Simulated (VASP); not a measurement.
ZrB2 (de600), 3 atoms in the cell. It takes space group P6/mmm (No. 191, hexagonal). The conventional cell has a = 3.168 Å, b = 3.168 Å, c = 3.552 Å, α = 90.00°, β = 90.00°, γ = 120.00°. Zr (site symmetry 6/mmm) has 12 B at 2.55 Å and 6 Zr at 3.17 Å within 3.4 Å. B (site symmetry -6m2) has 3 B at 1.83 Å within 2.4 Å. 

* Program: VASP 6.6.1
* Task: single point
* Functional: LDA
* Potentials or basis: VASP PAW LDA potentials, release 64 (Zr_sv, B)
* Cutoff: 520 eV
* k mesh: 6 × 6 × 6
* Occupations: gaussian, width 0.1 eV
* Spin: no spin polarisation
* Dipole correction: no
* Further INCAR settings: ALGO = Normal; EDIFF = 1e-06; NBANDS = 16

Potentials or basis: VASP PAW LDA potentials, release 64 (Zr_sv, B).

Command:

```sh
$ cat potpaw_LDA.64/Zr_sv/POTCAR potpaw_LDA.64/B/POTCAR > POTCAR
$ mpirun -np 1 vasp_std > vasp.out
```

Hardware: 1 thread of AMD EPYC 7R43 64-Core Processor (Zen 3), on a shared host.

Question: How long does it take, and how much memory?

Answer: It took 16 s on 1 thread of AMD EPYC 7R43 64-Core Processor (Zen 3), on a shared host, peak memory 0.1 GiB. Counts: scf iterations 13, k points 28.
